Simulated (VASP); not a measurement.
A run of VASP 6.6.1 is set up as follows.

The input POSCAR:

```
H21O10F
1.0
    7.5723370000      0.0000000000      0.0000000000
    0.0000000000      7.5723370000      0.0000000000
    0.0000000000      0.0000000000      7.5723370000
O H F
10 21 1
Direct
    0.1106131436      0.6785883935      0.5124573827
    0.2330456238      0.7952894859      0.1612051867
    0.7548396222      0.0611832252      0.8755289153
    0.5730067217      0.8587837546      0.6617639970
    1.0066905369      0.0416780183      0.6225951117
    0.3656070774      0.2657435875      0.3612359038
    0.7161197395      0.3730684464      0.3136416142
    0.3006469469      0.6319317273      0.7956592529
    0.0347580938      0.1495311157      0.2536205137
    0.6847687841     -0.0900778716      0.2639343706
    0.1001804331      0.8085614784      0.5198263099
    0.1761807484      0.6578154142      0.4056211444
    0.3401063635      0.8417480627      0.1141919595
    0.1920014917      0.7371040143      0.0548575691
    0.6928640392      0.1685344960      0.8953114474
    0.6553723111      0.0064048919      0.8097764270
    0.6230837323      0.8458551171      0.5451949642
    0.4929521758      0.7593296495      0.6837519249
    0.9537874503      0.1215740926      0.5458684683
    0.9114491339      0.0318659880      0.7148387611
    0.3568779361      0.2529205977      0.4881452054
    0.5003475149      0.2697185823      0.3519917299
    0.7622217553      0.4875113192      0.3471451416
    0.8048373970      0.2884710493      0.3039748495
    0.2361490251      0.6310601337      0.6764226156
    0.3050313265      0.5104104585      0.8372448294
    0.0596909514      0.0207201555      0.2272085883
    0.1503234735      0.1884094699      0.2900425589
    0.8088520096     -0.0822863536      0.2645286389
    0.6517010535     -0.0190958221      0.1609806854
    0.1574018695      0.1439449935      0.6990708417
    0.2590217525      0.2251484581      0.7176252193
```

INCAR.step1

```
SYSTEM = H21O10F
  ALGO = Normal
  EDIFF = 1E-4
  ENCUT = 520
  GGA = PE
  ISMEAR = -1
  LASPH = .True.
  LCHARG = .False.
  LREAL = Auto
  LWAVE = .True.
  NBANDS = 66
  NELM = 80
  PREC = Accurate
  SIGMA = 0.05
```

INCAR.step2

```
SYSTEM = H21O10F
  ALGO = Normal
  EDIFF = 1E-7
  ENCUT = 520
  ISIF = 2
  ISMEAR = -1
  ISTART = 1
  IVDW = 12
  LASPH = .True.
  LCHARG = .False.
  LMIXTAU = .True.
  LREAL = Auto
  LWAVE = .False.
  METAGGA = R2SCAN
  NBANDS = 66
  NELM = 80
  PREC = Accurate
  SIGMA = 0.05
  VDW_A1 = 0.49484001
  VDW_A2 = 5.73083694
  VDW_S6 = 1.0
  VDW_S8 = 0.78981345
```

KPOINTS

```
k-points
0
Gamma
  1 1 1
  0 0 0
```

Potentials or basis: VASP PAW PBE potentials, release 64 (O, H, F).

The run is started by

```bash
$ cat potpaw_PBE.64/O/POTCAR potpaw_PBE.64/H/POTCAR potpaw_PBE.64/F/POTCAR > POTCAR
$ cp INCAR.step1 INCAR
$ mpirun -np 1 vasp_gam > vasp.out
$ cp INCAR.step2 INCAR
$ mpirun -np 1 vasp_gam > vasp.out
```

Q: What does it give for the largest force?

A: 2.589 eV/Å.

Q: Predict the pressure.

A: -0.7 GPa.

Q: Predict the dispersion energy per atom.

A: -0.012 eV.

Forces on the atoms (eV/Å):
```
O   -0.196  0.811  0.095
O   -0.659 -0.173 -0.172
O   -1.025 -0.471 -0.265
O   -0.234 -0.286 -0.020
O    0.023 -1.428  2.160
O    2.128 -0.118  0.284
O   -1.920  1.303  0.244
O   -0.165 -0.196 -0.634
O   -0.531 -2.227 -0.324
O   -1.418  0.257 -0.304
H   -0.089 -0.712  0.090
H    0.198  0.029 -0.501
H    0.836  0.449  0.224
H   -0.311 -0.303 -0.104
H    0.376  1.509  0.555
H    0.661 -1.160 -0.282
H   -0.198  0.092 -0.170
H    0.110  0.227  0.189
H   -0.552  1.428 -2.031
H    0.610 -0.026  0.057
H   -0.545 -0.054  0.290
H   -1.827  0.356 -0.473
H    0.154 -0.513 -0.101
H    2.045 -1.039 -0.244
H    0.195 -0.058  1.258
H   -0.032  0.269 -0.378
H   -0.149  1.750  0.119
H    0.854  0.512  0.098
H    1.280  0.069 -0.008
H    0.245 -0.386  0.434
H    0.271  0.263 -0.255
F   -0.137 -0.174  0.167
```

Caveat: the k points lie up to 0.83 Å⁻¹ apart; the PAW data sets were made with another functional, which shifts forces and pressure a little.
